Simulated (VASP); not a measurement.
# Hf (Fm-3m) in VASP: further runs

The runs below take Hf through single point, with LDA.

Everything below comes from runs of VASP 6.6.1. Logs are shortened: lines on timing, memory, paths and dates and some standing lists are left out, and cuts for length are marked.

## Step 1: The cell of the first run

Symmetry: Fm-3m, No. 225, cubic system. The conventional cell has a = 4.440 Å, b = 4.440 Å, c = 4.440 Å, α = 90.00°, β = 90.00°, γ = 90.00°. Within 4.1 Å of Hf (site symmetry m-3m) lie 12 Hf at 3.14 Å.

This isn't the form of Hf at room conditions, which is hcp.

## Step 2: Single point, LDA

INCAR

```
SYSTEM = Hf
PREC     = Accurate       ! precision mode
ENCUT    = 520            ! plane-wave cutoff, eV
EDIFF    = 1E-6           ! SCF threshold, eV
ISMEAR   = 0              ! smearing method
SIGMA    = 0.15           ! smearing width, eV
LREAL    = .False.        ! projectors in reciprocal space
LASPH    = .True.         ! aspherical terms in the spheres
NELM     = 100            ! most SCF steps
ALGO     = Fast           ! electronic algorithm
ISIF     = 2              ! what is computed and relaxed
LWAVE    = .False.        ! write WAVECAR
LCHARG   = .False.        ! write CHGCAR
NBANDS   = 11             ! bands
```

KPOINTS

```
regular mesh
0
Gamma
  18 18 18
  0 0 0
```

POSCAR

```
Hf
1.0
    0.0000000000      2.2200000000      2.2200000000
    2.2200000000      0.0000000000      2.2200000000
    2.2200000000      2.2200000000      0.0000000000
Hf
1
Direct
    0.0000000000      0.0000000000      0.0000000000
```

Potentials or basis: VASP PAW LDA potentials, release 64 (Hf_pv).

Run with:

```bash
> cat potpaw_LDA.64/Hf_pv/POTCAR > POTCAR
> mpirun -np 1 vasp_std > vasp.out
```

OUTCAR:

```text
SYSTEM = Hf
   PREC = Accurate
   ENCUT = 520
   EDIFF = 1E-6
   ISMEAR = 0
   LREAL = .False.
   LASPH = .True.
   NELM = 100
   ISIF = 2

 ion  position               nearest neighbor table
   1  0.000  0.000  0.000-

  LATTYP: Found a face centered cubic cell.
 ALAT       =     4.4400000000

  Lattice vectors:

 A1 = (   0.0000000000,   2.2200000000,   2.2200000000)
 A2 = (   2.2200000000,   0.0000000000,   2.2200000000)
 A3 = (   2.2200000000,   2.2200000000,   0.0000000000)

Analysis of symmetry for initial positions (statically):
=====================================================================
 Subroutine PRICEL returns:
 Original cell was already a primitive cell.

 Routine SETGRP: Setting up the symmetry group for a
 face centered cubic supercell.

 Subroutine GETGRP returns: Found 48 space group operations
 (whereof 48 operations were pure point group operations)
 out of a pool of 48 trial point group operations.

The static configuration has the point symmetry O_h .

Analysis of symmetry for dynamics (positions and initial velocities):
=====================================================================
 Subroutine PRICEL returns:
 Original cell was already a primitive cell.

 Routine SETGRP: Setting up the symmetry group for a
 face centered cubic supercell.

 Subroutine GETGRP returns: Found 48 space group operations
 (whereof 48 operations were pure point group operations)
 out of a pool of 48 trial point group operations.

The dynamic configuration has the point symmetry O_h .

 Subroutine INISYM returns: Found 48 space group operations
 (whereof 48 operations are pure point group operations),
 and found     1 'primitive' translations

----------------------------------------------------------------------------------------

                                     Primitive cell

  volume of cell :      21.8821

  direct lattice vectors                    reciprocal lattice vectors
     0.000000000  2.220000000  2.220000000    -0.225225225  0.225225225  0.225225225
     2.220000000  0.000000000  2.220000000     0.225225225 -0.225225225  0.225225225
     2.220000000  2.220000000  0.000000000     0.225225225  0.225225225 -0.225225225

  length of vectors
     3.139554108  3.139554108  3.139554108     0.390101533  0.390101533  0.390101533

  position of ions in fractional coordinates (direct lattice)
     0.000000000  0.000000000  0.000000000

  ion indices of the primitive-cell ions
   primitive index   ion index
                 1           1

----------------------------------------------------------------------------------------

 KPOINTS: regular mesh

Automatic generation of k-mesh.
 Grid dimensions read from file:
 generate k-points for:   18   18   18

 Generating k-lattice:

  Cartesian coordinates                     Fractional coordinates (reciprocal lattice)
    -0.012512513  0.012512513  0.012512513     0.055555556  0.000000000  0.000000000
     0.012512513 -0.012512513  0.012512513     0.000000000  0.055555556  0.000000000
     0.012512513  0.012512513 -0.012512513     0.000000000  0.000000000  0.055555556

  Length of vectors
     0.021672307  0.021672307  0.021672307

  Shift w.r.t. Gamma in fractional coordinates (k-lattice)
     0.000000000  0.000000000  0.000000000

 Subroutine IBZKPT returns following result:
 ===========================================

 Found    195 irreducible k-points:

 Following reciprocal coordinates:
            Coordinates               Weight
  0.000000  0.000000  0.000000      1.000000
  0.055556  0.000000  0.000000      8.000000
  0.111111  0.000000  0.000000      8.000000
  0.166667  0.000000  0.000000      8.000000
  0.222222  0.000000  0.000000      8.000000
  0.277778  0.000000  0.000000      8.000000
[... 16 lines left out ...]
 -0.277778  0.055556  0.000000     24.000000
 -0.222222  0.055556  0.000000     24.000000
 [... further k-points ...]
   k-points           NKPTS =    195   k-points in BZ     NKDIM =    195   number of bands    NBANDS=     11
   number of dos      NEDOS =    301   number of ions     NIONS =      1
   total plane-waves  NPLWV =  13824
   dimension x,y,z NGX =    24 NGY =   24 NGZ =   24
   dimension x,y,z NGXF=    48 NGYF=   48 NGZF=   48
   ions per type =               1
   NGX,Y,Z   is equivalent  to a cutoff of  12.71, 12.71, 12.71 a.u.
   NGXF,Y,Z  is equivalent  to a cutoff of  25.42, 25.42, 25.42 a.u.
 SYSTEM =  Hf
   PREC   = accura    normal or accurate (medium, high low for compatibility)
   ISTART =      0    job   : 0-new  1-cont  2-samecut
   ICHARG =      2    charge: 1-file 2-atom 10-const
   ISPIN  =      1    spin polarized calculation?
   LNONCOLLINEAR =      F non collinear calculations
   LSORBIT =      F    spin-orbit coupling
   LASPH  =      T    aspherical Exc in radial PAW
   ENCUT  =  520.0 eV  38.22 Ry    6.18 a.u.   5.84  5.84  5.84*2*pi/ulx,y,z
   NELM   =    100;   NELMIN=  2; NELMDL= -5     # of ELM steps
   EDIFF  = 0.1E-05   stopping-criterion for ELM
   LREAL  =      F    real-space projection
   EDIFFG = 0.1E-04   stopping-criterion for IOM
   NSW    =      0    number of steps for IOM
   IBRION =     -1    ionic relax: 0-MD 1-quasi-New 2-CG
   NFREE  =      0    steps in history (QN), initial steepest desc. (CG)
   ISIF   =      2    stress and relaxation
   ISYM   =      2    0-nonsym 1-usesym 2-fastsym
   POTIM  = 0.5000    time-step for ionic-motion
   TEBEG  =    0.0;   TEEND  =   0.0 temperature during run
   PSTRESS=    0.0 pullay stress
   NELECT =      10.0000    total number of electrons
   NUPDOWN=      -1.0000    fix difference up-down
   EMIN   =  10.00;   EMAX   =-10.00  energy-range for DOS
   EFERMI =   0.00;   METHOD = LEGACY
   ISMEAR =     0;   SIGMA  =   0.15  broadening in eV -4-tet -1-fermi 0-gaus
   EFERMI_NEDOS =   21; number of points for ismear=-14 and -15
   IALGO  =     68    algorithm
   IMIX   =      4    mixing-type and parameters
     AMIX     =   0.40;   BMIX     =  1.00
     AMIX_MAG =   1.60;   BMIX_MAG =  1.00
  volume/ion in A,a.u.               =      21.88       147.67
  Fermi-wavevector in a.u.,A,eV,Ry     =   1.260991  2.382927 21.634588  1.590097
  Thomas-Fermi vector in A             =   2.394472
   LORBIT       =      0    0 simple, 1 ext, 2 COOP (PROOUT), +10 PAW based schemes
   GGA     = CA    functional components
   LHFCALC =     F    Hartree Fock is set to
   AEXX    =    0.0000 exact exchange contribution
   IVDW    =     0    specifies the selected vdW correction
   LEPSILON=     F    determine dielectric tensor
   LRPA    =     F    only Hartree local field effects (RPA)
 non-spin polarized calculation
 RMM-DIIS sequential band-by-band and
 Gauss-broadening in eV      SIGMA  =   0.15
  energy-cutoff  :      520.00
  volume of cell :       21.88
 maximum number of plane-waves:       609
   NGX = 11   NGY = 11   NGZ = 11

 number of electron      10.0000000 magnetization

 Free energy of the ion-electron system (eV)
  ---------------------------------------------------
  ext. energy  EPLUGINS =         0.00000000
  ---------------------------------------------------
  free energy    TOTEN  =       -10.61940754 eV

  energy without entropy =      -10.60332602  energy(sigma->0) =      -10.61136678

 E-fermi :   4.7812     XC(G=0): -11.5727

 val. band max:        4.7796114000   @ k =   0.5000   0.2778   0.1111
 cond. band min:       4.7813235102   @ k =  -0.2778   0.5000   0.2222
 fundamental gap:      0.0017121102
 Fermi energy:         4.7812066009

 k-point     1 :       0.0000    0.0000    0.0000
  band No.  band energies     occupation
      1     -25.0080      2.00000
      2     -25.0080      2.00000
      3     -25.0080      2.00000
      4      -2.4491      2.00000
      5       6.1091      0.00000
      6       6.1091      0.00000
      7       6.1091      0.00000
      8       8.9374      0.00000
      9       8.9374      0.00000
     10      16.2693      0.00000
     11      16.9589      0.00000

 k-point     2 :       0.0556    0.0000    0.0000
  band No.  band energies     occupation
      1     -25.0369      2.00000
      2     -25.0116      2.00000
      3     -25.0116      2.00000
      4      -2.3372      2.00000
      5       5.9972      0.00000
      6       6.1634      0.00000
      7       6.1634      0.00000
      8       8.8775      0.00000
      9       8.8775      0.00000
     10      16.5186      0.00000
     11      16.9588      0.00000

 k-point     3 :       0.1111    0.0000    0.0000
  band No.  band energies     occupation
      1     -25.1195      2.00000
      2     -25.0221      2.00000
      3     -25.0221      2.00000
      4      -2.0113      2.00000
      5       5.7058      0.00000
      6       6.3047      0.00000
      7       6.3047      0.00000
      8       8.7407      0.00000
      9       8.7407      0.00000
     10      17.1744      0.00000
     11      18.9245      0.00000

 k-point     4 :       0.1667    0.0000    0.0000
  band No.  band energies     occupation
      1     -25.2438      2.00000
      2     -25.0380      2.00000
      3     -25.0380      2.00000
      4      -1.5023      2.00000
      5       5.3362      0.00000
      6       6.4587      0.00000
      7       6.4587      0.00000
      8       8.6506      0.00000
      9       8.6506      0.00000
     10      17.4817      0.00000
     11      18.6495      0.00000
[... 239 lines left out ...]
 k-point    22 :      -0.3333    0.0556    0.0000
  band No.  band energies     occupation
      1     -25.7266      2.00000
      2     -25.1328      2.00000
      3     -25.0965      2.00000
      4       0.6619      2.00000
      5       4.8075      0.80393
      6       6.0386      0.00000
      7       6.2179      0.00000
      8       9.5982      0.00000
      9      10.4931      0.00000
     10      15.2954      0.00000
     11      17.9969      0.00000

 k-point    23 :      -0.2778    0.0556    0.0000
  band No.  band energies     occupation
      1     -25.5959      2.00000
      2     -25.1156      2.00000
      3     -25.0760      2.00000
      4       0.1160      2.00000
      5       4.7148      1.46844
      6       6.2370      0.00000
      7       6.4199      0.00000
      8       8.9233      0.00000
      9       9.8768      0.00000
     10      15.9252      0.00000
     11      16.9633      0.00000

 k-point    24 :      -0.2222    0.0556    0.0000
  band No.  band energies     occupation
      1     -25.4477      2.00000
      2     -25.0943      2.00000
      3     -25.0549      2.00000
      4      -0.5492      2.00000
      5       4.8498      0.51804
      6       6.4112      0.00000
      7       6.5842      0.00000
      8       8.4253      0.00000
      9       9.3493      0.00000
     10      16.6561      0.00000
     11      16.9721      0.00000

 [... further k-points ...]

------------------------ aborting loop because EDIFF is reached ----------------------------------------

  FORCE on cell =-STRESS in cart. coord.  units (eV):
  Direction    XX          YY          ZZ          XY          YZ          ZX
  --------------------------------------------------------------------------------------
  -------------------------------------------------------------------------------------
  Total       -0.7785048     -0.7785048     -0.7785048      0.0000000      0.0000000     -0.0000000
  in kB      -57.0010598    -57.0010598    -57.0010598      0.0000000      0.0000000     -0.0000000
  external PRESSURE =     -57.0010598 kB  Pullay stress =       0.0000000 kB

 VOLUME and BASIS-vectors are now :
 -----------------------------------------------------------------------------
  energy-cutoff  :      520.00
  volume of cell :       21.88
      direct lattice vectors                 reciprocal lattice vectors
     0.000000000  2.220000000  2.220000000    -0.225225225  0.225225225  0.225225225
     2.220000000  0.000000000  2.220000000     0.225225225 -0.225225225  0.225225225
     2.220000000  2.220000000  0.000000000     0.225225225  0.225225225 -0.225225225

 POSITION                                       TOTAL-FORCE (eV/Angst)
 -----------------------------------------------------------------------------------
      0.00000      0.00000      0.00000         0.000000      0.000000      0.000000
 -----------------------------------------------------------------------------------
    total drift:                               -0.000000     -0.000000     -0.000000

  FREE ENERGIE OF THE ION-ELECTRON SYSTEM (eV)
  ---------------------------------------------------
  free  energy   TOTEN  =       -10.6194075395 eV

  energy  without entropy=      -10.6033260195  energy(sigma->0) =      -10.61136678
```

Wall time 72 s (1 thread of AMD EPYC 7R13, shared host); peak memory 0.13 GiB.

Results:

- Free energy: -10.6194 eV
- Pressure: -5.7 GPa
- Band gap on the k mesh: zero (bands 5 and 6 overlap by 1.99 eV)

Caveat: the cell stands under tension; spin-orbit coupling is left out, which moves the levels of the heavy elements.

## Step 3: Single point, LDA

INCAR

```
SYSTEM = Hf
ALGO = Normal
EDIFF = 1E-6
ENCUT = 520
GGA = CA
ISIF = 2
ISMEAR = 0
LASPH = .TRUE.
LCHARG = .FALSE.
LREAL = .FALSE.
LWAVE = .FALSE.
NBANDS = 11
NELM = 80
PREC = Accurate
SIGMA = 0.15
```

KPOINTS

```
k-points
0
G
  20 20 20
  0 0 0
```

POSCAR is that of step 2.

Potentials or basis: VASP PAW LDA potentials, release 64 (Hf_pv).

Run with:

```bash
> cat potpaw_LDA.64/Hf_pv/POTCAR > POTCAR
> mpirun -np 1 vasp_std > vasp.out
```

It took 94 s on 1 thread of AMD EPYC 7R13, shared host; peak memory 0.15 GiB.

It converged, with:

```yaml
Free_energy: -10.6193 eV
Pressure: -5.7 GPa
Band_gap_on_the_k_mesh: zero (bands 5 and 6 overlap by 1.88 eV)
```

Levels at points of the mesh, in eV from the Fermi level:
| k point | band 3 | band 4 | band 5 | band 6 | band 7 | band 8 |
| --- | --- | --- | --- | --- | --- | --- |
| (0.00, 0.00, 0.00) | -29.79 | -7.23 | 1.33 | 1.33 | 1.33 | 4.16 |
| (0.50, 0.00, 0.00) | -29.91 | -3.70 | 0.80 | 1.09 | 1.09 | 6.36 |
| (0.50, 0.50, 0.00) | -30.11 | -3.36 | -2.24 | 2.77 | 6.35 | 7.02 |

Caveat: the cell stands under tension; spin-orbit coupling is left out, which moves the levels of the heavy elements.
